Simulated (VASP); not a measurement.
Wanted: the native input for a VASP 6.6.1 run.

| Item | Value |
| --- | --- |
| Task | relaxation of cell and atoms |
| Functional | PBEsol |
| Potentials or basis | VASP PAW PBE potentials, release 64 (Nb_sv, H) |
| Cutoff | 600 eV |
| k mesh | 16 × 16 × 16 |
| Occupations | fermi-dirac, width 0.05 eV |
| Spin | no spin polarisation |
| Target pressure | 15 GPa |
| Dipole correction | no |
| Further INCAR settings | ALGO = Normal; EDIFF = 1e-06; IBRION = 2; EDIFFG = -0.002; NSW = 100; ISIF = 3 |

The structure of NbH2 lies in POSCAR:

```
NbH2
1.0
    0.0000000000      2.2590399897      2.2590399897
    2.2590399897      0.0000000000      2.2590399897
    2.2590399897      2.2590399897      0.0000000000
Nb H
1 2
Direct
    0.0000000000      0.0000000000      0.0000000000
    0.2500000000      0.2500000000      0.2500000000
    0.7500000000      0.7500000000      0.7500000000
```

One way to write it, as run:

INCAR

```
SYSTEM = NbH2
ALGO = Normal ; EDIFF = 1E-6
EDIFFG = -0.002 ; ENCUT = 600
GGA = PS ; IBRION = 2
ISIF = 3 ; ISMEAR = -1
LASPH = .TRUE. ; LCHARG = .FALSE.
LREAL = .FALSE. ; LWAVE = .FALSE.
NELM = 60 ; NSW = 100
PREC = Accurate ; PSTRESS = 150.0
SIGMA = 0.05
```

KPOINTS

```
k-points
0
G
  16 16 16
  0 0 0
```

Potentials or basis: VASP PAW PBE potentials, release 64 (Nb_sv, H).

Launch:

```console
$ cat potpaw_PBE.64/Nb_sv/POTCAR potpaw_PBE.64/H/POTCAR > POTCAR
$ mpirun -np 1 vasp_std > vasp.out
```

It gave:

The relaxed volume is 7.17 Å³/atom and the relaxed cell is a = 3.122 Å, b = 3.122 Å, c = 3.122 Å, α = 60.00°, β = 60.00°, γ = 60.00°. The space group after relaxing (to 0.1 Å) is Fm-3m (No. 225), the energy change on relaxing (the run minimises the enthalpy) is +22.2 meV/atom and the ionic steps are 3. The pressure after relaxing is 15.0 GPa and the band gap on the k mesh is zero (an odd number of electrons rules out a gap without spin polarisation).

Caveat: the cell is relaxed towards a set pressure, so the run minimises the enthalpy, not the energy; the PAW data sets were made with another functional, which shifts forces and pressure a little.

It took 2.7 min on 1 thread of Oxide Virtual Turin-like Processor (shared host), peak memory 0.16 GiB.
